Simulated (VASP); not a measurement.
TiSi: single point with r2SCAN

The system is TiSi.

```
Ti Si
1.0
     6.30660    0.00000    0.00000
     0.00000    3.52641    0.00000
     0.00000    0.00000    5.13783
Ti Si
4 4
Direct
  0.67599 0.25000 0.37139
  0.32401 0.75000 0.62861
  0.82401 0.75000 0.87139
  0.17599 0.25000 0.12861
  0.54389 0.25000 0.85535
  0.45611 0.75000 0.14465
  0.95611 0.75000 0.35535
  0.04389 0.25000 0.64465
```

This cell differs from its parent crystal: strain -0.030 along x and y, +0.030 along z.

- Program: VASP 6.6.1
- Task: single point
- Functional: r2SCAN
- Potentials or basis: VASP PAW PBE potentials, release 64 (Ti_sv, Si)
- Cutoff: 520 eV
- k mesh: 6 × 12 × 8
- Occupations: gaussian, width 0.15 eV
- Spin: no spin polarisation

```
Pressure               : 5.8 GPa
Largest force          : 0.477 eV/Å
Band gap on the k mesh : zero (bands 32 and 33 overlap by 0.33 eV)
```

Forces in eV/Å, atoms in the order of the input:
```
Ti  -0.448  0.000  0.162
Ti   0.448  0.000 -0.162
Ti   0.448  0.000  0.162
Ti  -0.448  0.000 -0.162
Si  -0.057  0.000 -0.016
Si   0.057  0.000  0.016
Si   0.057  0.000 -0.016
Si  -0.057  0.000  0.016
```

Stress tensor (GPa, compression positive):
```
11.31  0.00  0.00
 0.00 11.89  0.00
 0.00  0.00 -5.66
```

Levels at points of the mesh, in eV from the Fermi level:
| k point | band 28 | band 29 | band 30 | band 31 | band 32 | band 33 | band 34 | band 35 | band 36 | band 37 |
| --- | --- | --- | --- | --- | --- | --- | --- | --- | --- | --- |
| (0.00, 0.00, 0.00) | -2.12 | -0.65 | -0.62 | -0.23 | -0.09 | 0.28 | 0.81 | 0.82 | 0.83 | 1.09 |
| (0.50, 0.00, 0.00) | -2.24 | -0.78 | -0.78 | -0.59 | -0.59 | 0.60 | 0.60 | 0.76 | 0.76 | 1.69 |
| (0.00, 0.50, 0.00) | -2.20 | -1.87 | -1.87 | -1.75 | -1.75 | 1.59 | 1.59 | 1.90 | 1.90 | 2.24 |
| (0.50, 0.50, 0.00) | -3.10 | -1.88 | -1.88 | -1.88 | -1.88 | 1.92 | 1.92 | 1.92 | 1.92 | 2.45 |
| (0.00, 0.00, 0.50) | -1.39 | -1.03 | -1.03 | -0.13 | -0.13 | 0.51 | 0.51 | 0.80 | 0.80 | 1.58 |
| (0.50, 0.00, 0.50) | -2.33 | -0.96 | -0.96 | -0.66 | -0.66 | 0.40 | 0.40 | 0.85 | 0.85 | 1.78 |
| (0.00, 0.50, 0.50) | -2.63 | -0.57 | -0.57 | -0.48 | -0.48 | -0.09 | -0.09 | 0.74 | 0.74 | 2.21 |
| (0.50, 0.50, 0.50) | -2.52 | -1.54 | -1.54 | -1.54 | -1.54 | 1.47 | 1.47 | 1.47 | 1.47 | 2.13 |

It took 48 min on 1 thread of Oxide Virtual Turin-like Processor, on a shared host, peak memory 0.55 GiB.

Caveat: the cell differs from its parent crystal (strain -0.030 along x and y, +0.030 along z); the cell stands under pressure; the PAW data sets were made with another functional, which shifts forces and pressure a little.
